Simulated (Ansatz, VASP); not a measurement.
**Ge in VASP and in Ansatz**

Contents of INCAR:

```
ALGO = Normal ; EDIFF = 1E-7
ENCUT = 520 ; GGA = PE
ISIF = 2 ; ISMEAR = 0
LASPH = True ; LCHARG = False
LREAL = False ; LWAVE = False
NBANDS = 13 ; NELM = 80
PREC = Accurate ; SIGMA = 0.15
```

The input KPOINTS:

```
k-points
0
Gamma
  20 20 18
```

Contents of POSCAR:

```
Ge
1.0
    1.5193995375     -2.8280611500      0.0000000000
    1.5193995375      2.8280611500      0.0000000000
    0.0000000000      0.0000000000      2.6982310000
Ge
1
Direct
    0.5000000000      0.5000000000      0.0000000000
```

Input for Ansatz:

```yaml
crystal:
  lattice:
    - [1.5193995375, -2.82806115, 0.0]
    - [1.5193995375, 2.82806115, 0.0]
    - [0.0, 0.0, 2.698231]
  atoms:
    - { symbol: Ge, position: [0.5, 0.5, 0.0] }
basis:
  ecutwfc: 420
kpoints:
  mp_grid: { grid: [20, 20, 18] }
hamiltonian:
  xc: pbe
scf:
  occupations: { method: gaussian, width: 0.15 }
output:
  forces: true
  stress: true
  eigenvalues: true
```

Change from the starting cell: strain +0.0875 x Voigt [1, 1, 0, 0, 0, 0], atoms carried along.

Alike in both runs: task single point; functional PBE; k mesh 20 × 20 × 18; occupations gaussian, width 0.15 eV; no spin polarisation.

```csv
,VASP,Ansatz
version,VASP 6.6.1,Ansatz 0.2.0
potentials or method,"VASP PAW PBE potentials, release 64 (Ge_d), cutoff 520 eV","scalar-relativistic, plane waves, PAW"
valence electrons in the cell,14,14
```

|  | VASP | Ansatz | Ansatz less VASP |
| --- | --- | --- | --- |
| gap on the k mesh at the Fermi level (eV) | none | none | - |
| pressure (GPa) | -7.3 | -7.2 | +0.08 |
| traceless stress, the component that is largest in VASP (GPa) | 5.17 | 5.15 | -0.026 |

A gap of «none» marks a metal or a gap that the smearing closes.
